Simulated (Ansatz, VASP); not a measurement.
One calculation of Sn3Te, two programs

INCAR

```
PREC = Accurate ; ENCUT = 520
EDIFF = 1E-7 ; ISMEAR = -1
SIGMA = 0.05 ; LREAL = F
LASPH = T ; NELM = 60
ALGO = Fast ; ISIF = 2
LWAVE = F ; LCHARG = F
GGA = PE ; NBANDS = 32
```

KPOINTS

```
regular mesh
0
Gamma
  6 6 6
```

Contents of POSCAR:

```
Sn3Te
1.0
    4.8329658348      0.0000000000      0.0000000000
    0.0000000000      4.8329658348      0.0000000000
    0.0000000000      0.0000000000      4.8329658348
Te Sn
1 3
Direct
    0.0000000000      0.0000000000      0.0000000000
    0.0000000000      0.5000000000      0.5000000000
    0.5000000000      0.0000000000      0.5000000000
    0.5000000000      0.5000000000      0.0000000000
```

The input input.yaml:

```yaml
crystal:
  lattice:
    - [4.8329658348, 0.0, 0.0]
    - [0.0, 4.8329658348, 0.0]
    - [0.0, 0.0, 4.8329658348]
  atoms:
    - { symbol: Te, position: [0.0, 0.0, 0.0] }
    - { symbol: Sn, position: [0.0, 0.5, 0.5] }
    - { symbol: Sn, position: [0.5, 0.0, 0.5] }
    - { symbol: Sn, position: [0.5, 0.5, 0.0] }
hamiltonian:
  xc: pbe
  pseudopotentials: { kind: paw }
kpoints:
  mp_grid: { grid: [6, 6, 6] }
scf:
  occupations: { method: fermi_dirac, width: 0.05 }
output:
  forces: true
  stress: true
  eigenvalues: true
```

Alike in both runs: task single point; functional PBE; k mesh 6 × 6 × 6; occupations fermi-dirac, width 0.05 eV; no spin polarisation.

|  | VASP | Ansatz |
| --- | --- | --- |
| version | VASP 6.6.1 | Ansatz 0.2.0 |
| potentials or method | VASP PAW PBE potentials, release 64 (Te, Sn_d) | Ansatz PAW |
| plane-wave cutoff (eV) | 520 | 420 |
| valence electrons in the cell | 48 | 58 |

Ansatz gave:

* gap on the k mesh at the Fermi level (eV): none
* pressure (GPa): 1.3

Which values does VASP return?

gap on the k mesh at the Fermi level (eV): none; pressure (GPa): 1.2.

A gap of «none» marks a metal or a gap that the smearing closes. With one functional, cell and mesh, what is left measures potentials, basis and numerics. VASP's potentials hold 48 valence electrons a cell and Ansatz's 58, so a difference there can come from the potentials and not from the codes.

Spin-orbit coupling is off throughout.
